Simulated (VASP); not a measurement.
CoO: single point with PBEsol

CoO:

```
Co O
1.0
    -1.50800    1.50800    2.10725
     1.50800   -1.50800    2.10725
     1.50800    1.50800   -2.10725
Co O
1 1
Direct
  0.00000 0.00000 0.00000
  0.50000 0.50000 0.00000
```

```json
{"Program": "VASP 6.6.1", "Task": "single point", "Functional": "PBEsol", "Potentials or basis": "VASP PAW PBE potentials, release 64 (Co_sv, O)", "Cutoff": "700 eV", "k mesh": "10 × 10 × 10", "Occupations": "fermi-dirac, width 0.05 eV", "Spin": "collinear spin, ferromagnetic start", "Starting moments": "[1.0, 0.0] μB", "Fixed moment": "1 μB", "Dipole correction": "no", "Further INCAR settings": "ALGO = Normal; EDIFF = 1e-06; NBANDS = 22"}
```

- Pressure: -25.3 GPa
- Net moment: 1.00 μB per cell
- Site moments: Co +0.96; O -0.01 μB
- Valence electrons inside the program's atomic spheres: Co 14.96; O 4.90

Stress tensor (GPa, compression positive):
```
-25.57   0.00   0.00
  0.00 -25.57   0.00
  0.00   0.00 -24.90
```

Wall time 2 min on 1 thread of AMD EPYC 7R43 64-Core Processor (Zen 3), with other jobs on the host, peak memory 0.21 GiB.

Caveat: the cell stands under tension; the PAW data sets were made with another functional, which shifts forces and pressure a little; the total moment is fixed, so each spin has its own Fermi level and the state may be an excited one; a cell with one magnetic atom can't hold antiferromagnetic order, which such compounds often take.
